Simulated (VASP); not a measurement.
Write the native input for VASP 6.6.1 that does the following.

```
Task                   : single point
Functional             : revPBE
Potentials or basis    : VASP PAW PBE potentials, release 64 (Si, Mo_sv)
Cutoff                 : 520 eV
k mesh                 : 10 × 10 × 10
Occupations            : gaussian, width 0.05 eV
Spin                   : no spin polarisation
Dipole correction      : no
Further INCAR settings : ALGO = Normal; EDIFF = 1e-06; NBANDS = 18
```

The structure of Si2Mo lies in POSCAR:

```
Si2Mo
1.0
   -1.6015916102      1.6015916102      3.9226899237
    1.6015916102     -1.6015916102      3.9226899237
    1.6015916102      1.6015916102     -3.9226899237
Si Mo
2 1
Direct
    0.3349942472      0.3349942472      0.0000000000
    0.6650057528      0.6650057528      0.0000000000
    0.0000000000      0.0000000000      0.0000000000
```

The input as run:

INCAR

```
SYSTEM = Si2Mo
PREC = Accurate
ENCUT = 520
EDIFF = 1E-6
ISMEAR = 0
SIGMA = 0.05
LREAL = .False.
LASPH = .True.
NELM = 100
ALGO = Normal
ISIF = 2
LWAVE = .False.
LCHARG = .False.
GGA = RE
NBANDS = 18
```

KPOINTS

```
regular mesh
0
Gamma
  10 10 10
  0 0 0
```

Potentials or basis: VASP PAW PBE potentials, release 64 (Si, Mo_sv).

The run is started by

```bash
$ cat potpaw_PBE.64/Si/POTCAR potpaw_PBE.64/Mo_sv/POTCAR > POTCAR
$ mpirun -np 1 vasp_std > vasp.out
```

Results of the run:

| Property | Result |
| --- | --- |
| Pressure | 4.4 GPa |
| Largest force | 0.010 eV/Å |
| Band gap on the k mesh | zero (bands 11 and 12 overlap by 0.94 eV) |

Caveat: the cell stands under pressure; the PAW data sets were made with another functional, which shifts forces and pressure a little.

It took 3 min on 1 thread of Intel Xeon 8259CL (shared host), peak memory 0.24 GiB.
